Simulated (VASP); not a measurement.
Set up this calculation in VASP 6.6.1, as the native input.

```
Task                   : single point
Functional             : PBE
Potentials or basis    : VASP PAW PBE potentials, release 64 (Hg)
Cutoff                 : 520 eV
k mesh                 : 14 × 14 × 8
Occupations            : fermi-dirac, width 0.05 eV
Spin                   : no spin polarisation
Dipole correction      : no
Further INCAR settings : ALGO = Normal; EDIFF = 1e-07; NBANDS = 19
```

The structure of Hg lies in POSCAR:

```
Hg
1.0
    3.4812062818      0.0000000000      0.0000000000
   -1.7406031408      3.0148130758      0.0000000000
    0.0000000000      0.0000000000      5.4856371962
Hg
2
Direct
    0.3333333333      0.6666666667      0.2500000000
    0.6666666667      0.3333333333      0.7500000000
```

This cell differs from its parent crystal: volume scaled by 0.92.

The input as run:

INCAR

```
SYSTEM = Hg
ALGO = Normal
EDIFF = 1E-7
ENCUT = 520
GGA = PE
ISIF = 2
ISMEAR = -1
LASPH = .TRUE.
LCHARG = .FALSE.
LREAL = .FALSE.
LWAVE = .FALSE.
NBANDS = 19
NELM = 60
PREC = Accurate
SIGMA = 0.05
```

KPOINTS

```
k-points
0
G
  14 14 8
  0 0 0
```

Potentials or basis: VASP PAW PBE potentials, release 64 (Hg).

Launch:

```bash
$ cat potpaw_PBE.64/Hg/POTCAR > POTCAR
$ mpirun -np 1 vasp_std > vasp.out
```

Results of the run:

```
Pressure               : 0.9 GPa
Band gap on the k mesh : zero (band 12 reaches 0.89 eV, above the bottom of band 13 at 0.69 eV)
```

Caveat: spin-orbit coupling is left out, which moves the levels of the heavy elements.

It took 61 s on 1 thread of Intel(R) Xeon(R) Platinum 8375C CPU @ 2.90GHz (Ice Lake) (shared host), peak memory 0.25 GiB.
